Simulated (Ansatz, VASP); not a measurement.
# One calculation of ZnSn4N, two programs

```xyz
6
Lattice="3.3030 0.0000 0.0000 -1.6515 2.8605 0.0000 0.0000 0.0000 14.2866" Properties=species:S:1:pos:R:3 pbc="T T T"
Zn    1.6515    0.9535    0.0000
Sn    0.0000    1.9070    8.6836
Sn    0.0000    0.0000   11.9711
Sn    0.0000    0.0000    2.3154
Sn    0.0000    1.9070    5.6029
N     1.6515    0.9535    7.1433
```

Change from the starting cell: species swapped into the TaWSe4 type (P-6m2, No. 187).

Alike in both runs: functional PBE; k mesh 12 × 12 × 4; occupations gaussian, width 0.1 eV; no spin polarisation.

Ansatz relaxed the structure, and its values are those at the end. VASP's run is a single point on that final structure, the one shown.

|  | VASP | Ansatz |
| --- | --- | --- |
| version | VASP 6.6.1 | Ansatz 0.2.0 |
| potentials or method | VASP PAW PBE potentials, release 64 (Zn, Sn_d, N), cutoff 520 eV | scalar-relativistic, plane waves, PAW |
| valence electrons in the cell | 73 | 73 |

|  | VASP | Ansatz | Ansatz less VASP |
| --- | --- | --- | --- |
| gap on the k mesh at the Fermi level (eV) | none | none | - |
| pressure (GPa) | 0.0 | 0.0 | -0.01 |
| rms of the force components (eV/Å) | 0.008 | 0.000 | -0.0077 |

A gap of «none» marks a metal or a gap that the smearing closes.
